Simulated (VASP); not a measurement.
Set up this calculation in VASP 6.6.1, as the native input.

```yaml
Task: relaxation of cell and atoms
Functional: PBE
Potentials_or_basis: VASP PAW PBE potentials, release 64 (Al, B, P)
Cutoff: 600 eV
k_mesh: 12 × 12 × 4
Occupations: gaussian, width 0.01 eV
Spin: no spin polarisation
Dipole_correction: no
Further_INCAR_settings: ALGO = Normal; EDIFF = 1e-06; IBRION = 2; EDIFFG = -0.01; NSW = 100; ISIF = 3
```

The structure of AlB2P3 lies in POSCAR:

```
AlB2P3
1.0
    3.4171684190      0.0000000000      0.0000000000
   -1.7085842095      2.9593546599      0.0000000000
    0.0000000000      0.0000000000      8.6434621849
Al B P
1 2 3
Direct
    0.3333333333      0.6666666667      0.6707932064
    0.0000000000      0.0000000000      0.0192100958
    0.6666666667      0.3333333333      0.3187185313
    0.0000000000      0.0000000000      0.2472272193
    0.6666666667      0.3333333333      0.5472412739
    0.3333333333      0.6666666667      0.9468096734
```

The input as run:

INCAR

```
SYSTEM = AlB2P3
PREC = Accurate
ENCUT = 600
EDIFF = 1E-6
ISMEAR = 0
SIGMA = 0.01
LREAL = .FALSE.
LASPH = .TRUE.
NELM = 60
ALGO = Normal
ISIF = 3
LWAVE = .FALSE.
LCHARG = .FALSE.
GGA = PE
IBRION = 2
NSW = 100
EDIFFG = -0.01
```

KPOINTS

```
regular mesh
0
G
  12 12 4
  0 0 0
```

Potentials or basis: VASP PAW PBE potentials, release 64 (Al, B, P).

Command:

```console
$ cat potpaw_PBE.64/Al/POTCAR potpaw_PBE.64/B/POTCAR potpaw_PBE.64/P/POTCAR > POTCAR
$ mpirun -np 1 vasp_std > vasp.out
```

It gave:

```
Relaxed volume                        : 14.54 Å³/atom
Relaxed cell                          : a = 3.414 Å, b = 3.414 Å, c = 8.645 Å, α = 90.00°, β = 90.00°, γ = 120.00°
Space group after relaxing (to 0.1 Å) : P3m1 (No. 156)
Energy gained by relaxing             : 0.0 meV/atom
Ionic steps                           : 5
Pressure after relaxing               : 0.0 GPa
Largest force after relaxing          : 0.003 eV/Å
Band gap on the k mesh                : 0.21 eV (least direct gap 1.46 eV)
```

Caveat: semilocal functionals underestimate gaps, and a narrow one can read as zero.

Run time: 2.1 min on 1 thread of AMD EPYC 9R45 96-Core Processor (Zen 5) (shared host), peak memory 0.27 GiB.
